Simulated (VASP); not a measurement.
# FeSi16 (a cell with a defect) in VASP: single point with PBEsol

Aim: the single point of FeSi16 (a cell with a defect) with PBEsol.

All numbers are computed with VASP 6.6.1; they aren't measurements. Logs are shortened: lines on timing, memory, paths and dates and some standing lists are left out, and cuts for length are marked.

### Step 1. The cell of the first run

The cell holds a defect, 17 atoms: a = 7.685 Å, b = 7.685 Å, c = 7.685 Å, α = 60.00°, β = 60.00°, γ = 60.00°.

### Step 2. Single point, PBEsol, collinear spin, ferromagnetic start

INCAR

```
ALGO = Normal ; EDIFF = 1E-7
ENCUT = 520 ; GGA = PS
ISIF = 2 ; ISMEAR = 0
ISPIN = 2 ; LASPH = T
LCHARG = F ; LMAXMIX = 4
LORBIT = 11 ; LREAL = Auto
LWAVE = F ; MAGMOM = 0 0 0 0 0 0 0 0 0 0 0 0 0 0 0 0 2.3
NBANDS = 54 ; NELECT = 71.0
NELM = 150 ; PREC = Accurate
SIGMA = 0.02
```

KPOINTS

```
k-points
0
Gamma
  3 3 3
```

POSCAR

```
FeSi16
1.0
    0.0000000000      5.4338342048     -5.4338342048
    5.4338342048      5.4338342048      0.0000000000
    5.4338342048      0.0000000000     -5.4338342048
Si Fe
16 1
Direct
    0.1298085244      0.1308048743      0.1276415463
    0.1300432574      0.6111865719      0.1272956579
    0.6101173453      0.1312591576      0.1269362432
    0.6309015643      0.6323068335      0.1039351733
    0.1167888044      0.1160311442      0.6522223289
    0.1248954190      0.6263766747      0.6220066481
    0.6252227933      0.1273270354      0.6214858372
    0.6239879378      0.6243808464      0.6211823682
    0.2561665387      0.7463463822      0.2503284879
    0.2398422460      0.2409490151      0.2776369214
    0.7454528142      0.7468247736      0.2494969388
    0.7452225900      0.2576214046      0.2497551358
    0.2506698675      0.7426894800      0.7532586284
    0.2518536541      0.2530535434      0.7535047713
    0.7532462982      0.7556545425      0.7323428264
    0.7434577221      0.2510439127      0.7529377684
   -0.0308724914     -0.0297697710      0.0898919587
```

Potentials or basis: VASP PAW PBE potentials, release 64 (Si, Fe).

The run is started by

```bash
$ cat potpaw_PBE.64/Si/POTCAR potpaw_PBE.64/Fe/POTCAR > POTCAR
$ mpirun -np 1 vasp_std > vasp.out
```

OUTCAR:

```text
EDIFF = 1E-7
   ENCUT = 520
   GGA = PS
   ISIF = 2
   ISMEAR = 0
   ISPIN = 2
   LASPH = T
   LORBIT = 11
   LREAL = Auto
   NELECT = 71.0
   NELM = 150
   PREC = Accurate

 ion  position               nearest neighbor table
   1  0.130  0.131  0.128-  17 2.32  10 2.33  14 2.35   9 2.41  12 2.41
   2  0.130  0.611  0.127-  17 2.32  10 2.33  13 2.35   9 2.41  11 2.41
   3  0.610  0.131  0.127-  17 2.32  10 2.33  16 2.35  12 2.41  11 2.41
   4  0.631  0.632  0.104-  15 2.33  11 2.35  12 2.36   9 2.36
   5  0.117  0.116  0.652-  13 2.35  14 2.35  16 2.35  10 2.35  17 2.75
   6  0.125  0.626  0.622-   9 2.33  15 2.33  13 2.34  14 2.34
   7  0.625  0.127  0.621-  12 2.33  15 2.33  16 2.34  14 2.34
   8  0.624  0.624  0.621-  11 2.33  15 2.33  13 2.34  16 2.34
   9  0.256  0.746  0.250-   6 2.33   4 2.36   2 2.41   1 2.41  17 2.48
  10  0.240  0.241  0.278-   1 2.33   2 2.33   3 2.33   5 2.35
  11  0.745  0.747  0.249-   8 2.33   4 2.35   3 2.41   2 2.41  17 2.48
  12  0.745  0.258  0.250-   7 2.33   4 2.36   3 2.41   1 2.41  17 2.48
  13  0.251  0.743  0.753-   8 2.34   6 2.34   2 2.35   5 2.35  17 3.09
  14  0.252  0.253  0.754-   6 2.34   7 2.34   1 2.35   5 2.35  17 3.10
  15  0.753  0.756  0.732-   4 2.33   6 2.33   8 2.33   7 2.33
  16  0.743  0.251  0.753-   8 2.34   7 2.34   3 2.35   5 2.35  17 3.09
  17  0.969  0.970  0.090-   1 2.32   2 2.32   3 2.32  11 2.48  12 2.48   9 2.48   5 2.75  16 3.09
                            13 3.09  14 3.10

  LATTYP: Found a face centered cubic cell.
 ALAT       =    10.8676684096

  Lattice vectors:

 A1 = (   0.0000000000,   5.4338342048,  -5.4338342048)
 A2 = (   5.4338342048,   5.4338342048,   0.0000000000)
 A3 = (   5.4338342048,   0.0000000000,  -5.4338342048)

Analysis of symmetry for initial positions (statically):
=====================================================================
 Subroutine PRICEL returns:
 Original cell was already a primitive cell.

 Routine SETGRP: Setting up the symmetry group for a
 face centered cubic supercell.

 Subroutine GETGRP returns: Found  1 space group operations
 (whereof  1 operations were pure point group operations)
 out of a pool of 48 trial point group operations.

The static configuration has the point symmetry C_1 .

Analysis of symmetry for dynamics (positions and initial velocities):
=====================================================================
 Subroutine PRICEL returns:
 Original cell was already a primitive cell.

 Routine SETGRP: Setting up the symmetry group for a
 face centered cubic supercell.

 Subroutine GETGRP returns: Found  1 space group operations
 (whereof  1 operations were pure point group operations)
 out of a pool of 48 trial point group operations.

The dynamic configuration has the point symmetry C_1 .

Analysis of structural, dynamic, and magnetic symmetry:
=====================================================================
 Subroutine PRICEL returns:
 Original cell was already a primitive cell.

 Routine SETGRP: Setting up the symmetry group for a
 face centered cubic supercell.

 Subroutine GETGRP returns: Found  1 space group operations
 (whereof  1 operations were pure point group operations)
 out of a pool of 48 trial point group operations.

The overall configuration has the point symmetry C_1 .

 Subroutine INISYM returns: Found  1 space group operations
 (whereof  1 operations are pure point group operations),
 and found     1 'primitive' translations

----------------------------------------------------------------------------------------

                                     Primitive cell

  volume of cell :     320.8848

  direct lattice vectors                    reciprocal lattice vectors
     0.000000000  5.433834205 -5.433834205    -0.092016057  0.092016057 -0.092016057
     5.433834205  5.433834205  0.000000000     0.092016057  0.092016057  0.092016057
     5.433834205  0.000000000 -5.433834205     0.092016057 -0.092016057 -0.092016057

  length of vectors
     7.684602028  7.684602028  7.684602028     0.159376486  0.159376486  0.159376486

  position of ions in fractional coordinates (direct lattice)
     0.129808524  0.130804874  0.127641546
[... 82 lines left out ...]
   dimension x,y,z NGX =    60 NGY =   60 NGZ =   60
   dimension x,y,z NGXF=   120 NGYF=  120 NGZF=  120
   ions per type =              16   1
   NGX,Y,Z   is equivalent  to a cutoff of  12.98, 12.98, 12.98 a.u.
   NGXF,Y,Z  is equivalent  to a cutoff of  25.96, 25.96, 25.96 a.u.
 SYSTEM =  unknown system
   PREC   = accura    normal or accurate (medium, high low for compatibility)
   ISTART =      0    job   : 0-new  1-cont  2-samecut
   ICHARG =      2    charge: 1-file 2-atom 10-const
   ISPIN  =      2    spin polarized calculation?
   LNONCOLLINEAR =      F non collinear calculations
   LSORBIT =      F    spin-orbit coupling
   LASPH  =      T    aspherical Exc in radial PAW
   ENCUT  =  520.0 eV  38.22 Ry    6.18 a.u.  14.29 14.29 14.29*2*pi/ulx,y,z
   NELM   =    150;   NELMIN=  2; NELMDL= -5     # of ELM steps
   EDIFF  = 0.1E-06   stopping-criterion for ELM
   LREAL  =      T    real-space projection
   EDIFFG = 0.1E-05   stopping-criterion for IOM
   NSW    =      0    number of steps for IOM
   IBRION =     -1    ionic relax: 0-MD 1-quasi-New 2-CG
   NFREE  =      0    steps in history (QN), initial steepest desc. (CG)
   ISIF   =      2    stress and relaxation
   ISYM   =      2    0-nonsym 1-usesym 2-fastsym
   POTIM  = 0.5000    time-step for ionic-motion
   TEBEG  =    0.0;   TEEND  =   0.0 temperature during run
   PSTRESS=    0.0 pullay stress
   NELECT =      71.0000    total number of electrons
   NUPDOWN=      -1.0000    fix difference up-down
   EMIN   =  10.00;   EMAX   =-10.00  energy-range for DOS
   EFERMI =   0.00;   METHOD = LEGACY
   ISMEAR =     0;   SIGMA  =   0.02  broadening in eV -4-tet -1-fermi 0-gaus
   EFERMI_NEDOS =   21; number of points for ismear=-14 and -15
   IALGO  =     38    algorithm
   IMIX   =      4    mixing-type and parameters
     AMIX     =   0.40;   BMIX     =  1.00
     AMIX_MAG =   1.60;   BMIX_MAG =  1.00
  volume/ion in A,a.u.               =      18.88       127.38
  Fermi-wavevector in a.u.,A,eV,Ry     =   0.990173  1.871156 13.339740  0.980443
  Thomas-Fermi vector in A             =   2.121825
   LORBIT       =     11    0 simple, 1 ext, 2 COOP (PROOUT), +10 PAW based schemes
   GGA     = PS    functional components
   LHFCALC =     F    Hartree Fock is set to
   AEXX    =    0.0000 exact exchange contribution
   IVDW    =     0    specifies the selected vdW correction
   LEPSILON=     F    determine dielectric tensor
   LRPA    =     F    only Hartree local field effects (RPA)
 spin polarized calculation
 Gauss-broadening in eV      SIGMA  =   0.02
  energy-cutoff  :      520.00
  volume of cell :      320.88
 maximum number of plane-waves:      8657
 NGX is ok and might be reduce to    60
   NGX = 29   NGY = 29   NGZ = 29

 number of electron      70.9999998 magnetization       2.8104168

 Free energy of the ion-electron system (eV)
  ---------------------------------------------------
  ext. energy  EPLUGINS =         0.00000000
  ---------------------------------------------------
  free energy    TOTEN  =      -105.38879937 eV

  energy without entropy =     -105.38747209  energy(sigma->0) =     -105.38813573

 E-fermi :   6.0597     XC(G=0):  -9.7718

 val. band max:        6.0566750591   @ k =   0.0000   0.0000   0.3333
 cond. band min:       6.1632337443   @ k =   0.3333   0.3333   0.0000
 fundamental gap:      0.1065586852
 Fermi energy:         6.0597065900

 spin component 1

 k-point     1 :       0.0000    0.0000    0.0000
  band No.  band energies     occupation
      1      -6.0857      1.00000
      2      -3.7320      1.00000
      3      -3.7100      1.00000
      4      -3.7078      1.00000
      5      -3.6642      1.00000
      6      -2.1003      1.00000
[... 689 lines left out ...]
     46       9.3910      0.00000
     47       9.5396      0.00000
 Fermi energy:         6.0597065900

 spin component 2

 k-point     1 :       0.0000    0.0000    0.0000
  band No.  band energies     occupation
      1      -6.0229      1.00000
      2      -3.6764      1.00000
      3      -3.6430      1.00000
      4      -3.6411      1.00000
      5      -3.6187      1.00000
      6      -2.0320      1.00000
[... 689 lines left out ...]
     46       9.4803      0.00000
     47       9.6132      0.00000
 [bands above 47 left out]

------------------------ aborting loop because EDIFF is reached ----------------------------------------

  FORCE on cell =-STRESS in cart. coord.  units (eV):
  Direction    XX          YY          ZZ          XY          YZ          ZX
  --------------------------------------------------------------------------------------
  -------------------------------------------------------------------------------------
  Total       -7.9771996     -7.9499721     -7.9956265     -0.5077451      0.5225586     -0.5374015
  in kB      -39.8301456    -39.6941988    -39.9221515     -2.5351704      2.6091345     -2.6832451
  external PRESSURE =     -39.8154986 kB  Pullay stress =       0.0000000 kB

 VOLUME and BASIS-vectors are now :
 -----------------------------------------------------------------------------
  energy-cutoff  :      520.00
  volume of cell :      320.88
      direct lattice vectors                 reciprocal lattice vectors
     0.000000000  5.433834205 -5.433834205    -0.092016057  0.092016057 -0.092016057
     5.433834205  5.433834205  0.000000000     0.092016057  0.092016057  0.092016057
     5.433834205  0.000000000 -5.433834205     0.092016057 -0.092016057 -0.092016057

 POSITION                                       TOTAL-FORCE (eV/Angst)
 -----------------------------------------------------------------------------------
      1.40436      1.41613     -1.39894         0.095699     -0.049593     -0.093095
      4.01279      4.02772     -1.39834         0.057749     -0.099626     -0.095409
      1.40299      4.02852     -4.00503         0.097071     -0.099351     -0.060914
      4.00062      6.86406     -3.99298         0.041595     -0.044749     -0.039921
      4.17456      1.26511     -4.17868         0.052261     -0.063382     -0.041788
      6.78351      4.08229     -4.05854         0.022574     -0.028929     -0.019866
[... 9 lines left out ...]
      5.45547      5.40396     -8.13117         0.056764     -0.060448     -0.026850
      5.76053     10.53815     -5.75454        -0.672292      0.666647      0.674515
 -----------------------------------------------------------------------------------
    total drift:                                0.002253      0.004049     -0.001229

  FREE ENERGIE OF THE ION-ELECTRON SYSTEM (eV)
  ---------------------------------------------------
  free  energy   TOTEN  =      -105.3887993693 eV

  energy  without entropy=     -105.3874720876  energy(sigma->0) =     -105.38813573

 total charge

# of ion       s       p       d       tot
------------------------------------------
    1        0.748   0.929   0.000   1.676
    2        0.748   0.929   0.000   1.676
    3        0.748   0.929   0.000   1.676
    4        0.752   0.910   0.000   1.662
    5        0.742   0.931   0.000   1.673
    6        0.751   0.930   0.000   1.680
[... 9 lines left out ...]
   16        0.751   0.922   0.000   1.673
   17        0.399   0.457   6.464   7.320
--------------------------------------------------
tot         12.384  15.223   6.464  34.072

 magnetization (x)

# of ion       s       p       d       tot
------------------------------------------
    1       -0.000   0.029   0.000   0.028
    2       -0.000   0.029   0.000   0.029
    3       -0.000   0.029   0.000   0.029
    4        0.003   0.016   0.000   0.019
    5        0.001   0.018   0.000   0.019
    6        0.001   0.011   0.000   0.012
[... 9 lines left out ...]
   16        0.003   0.013   0.000   0.016
   17        0.015   0.021   2.026   2.062
--------------------------------------------------
tot          0.035   0.299   2.026   2.361
```

It took 40 min on 1 thread of Intel Xeon 8259CL, shared host; peak memory 0.81 GiB.

Results:

```
Free energy                                           : -105.3888 eV
Largest force                                         : 1.162 eV/Å
Net moment                                            : 2.81 μB per cell
Site moments                                          : Si +0.03, +0.02, +0.01, -0.00 (each value once); Fe +2.06 μB
Valence electrons inside the program's atomic spheres : Si 1.68, 1.66, 1.67, 1.69 (each value once); Fe 7.32
```

Forces in eV/Å, atoms in the order of the input:
```
Si   0.096 -0.050 -0.093
Si   0.058 -0.100 -0.095
Si   0.097 -0.099 -0.061
Si   0.042 -0.045 -0.040
Si   0.052 -0.063 -0.042
Si   0.023 -0.029 -0.020
Si   0.012 -0.036 -0.026
Si   0.046  0.007 -0.043
Si   0.026 -0.025  0.025
Si   0.037 -0.036 -0.040
Si   0.022  0.024 -0.025
Si  -0.023 -0.027 -0.032
Si   0.038 -0.054 -0.052
Si   0.048 -0.049 -0.050
Si   0.044 -0.026 -0.052
Si   0.057 -0.060 -0.027
Fe  -0.672  0.667  0.675
```

Caveat: the cell carries a net charge on a neutralising background, which shifts energy and pressure; the cell is charged against a uniform background, so pressure and absolute levels hang on convention; the PAW data sets were made with another functional, which shifts forces and pressure a little.
